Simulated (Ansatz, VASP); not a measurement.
Ta2Ru in VASP and in Ansatz

```
Ta Ru
1.0
     2.95628    0.00000    0.00000
    -1.47814    2.56022    0.00000
     0.00000    0.00000   11.49873
Ta Ru
4 2
Cartesian
  0.0000 1.7068 7.2155
  1.4781 0.8534 1.4661
  0.0000 1.7068 10.0326
  1.4781 0.8534 4.2833
  0.0000 1.7068 2.8747
  1.4781 0.8534 8.6240
```

Alike in both runs: task single point; functional PBE; k mesh 6 × 6 × 2; occupations gaussian, width 0.1 eV; no spin polarisation.

|  | VASP | Ansatz |
| --- | --- | --- |
| version | VASP 6.6.1 | Ansatz 0.2.0 |
| potentials or method | VASP PAW PBE potentials, release 64 (Ta_pv, Ru_pv), cutoff 520 eV | scalar-relativistic, plane waves, PAW |
| valence electrons in the cell | 72 | 84 |

|  | VASP | Ansatz | Ansatz less VASP |
| --- | --- | --- | --- |
| gap on the k mesh at the Fermi level (eV) | none | none | - |
| rms of the force components (eV/Å) | 7.493 | 7.370 | -0.1229 |

Atom by atom the forces differ by 0.123 eV/Å (rms over components). A gap of «none» marks a metal or a gap that the smearing closes. VASP's potentials hold 72 valence electrons a cell and Ansatz's 84, so a difference there can come from the potentials and not from the codes.

The k mesh is coarse, so the values compare programs but aren't converged. Neither program's run includes spin-orbit coupling.
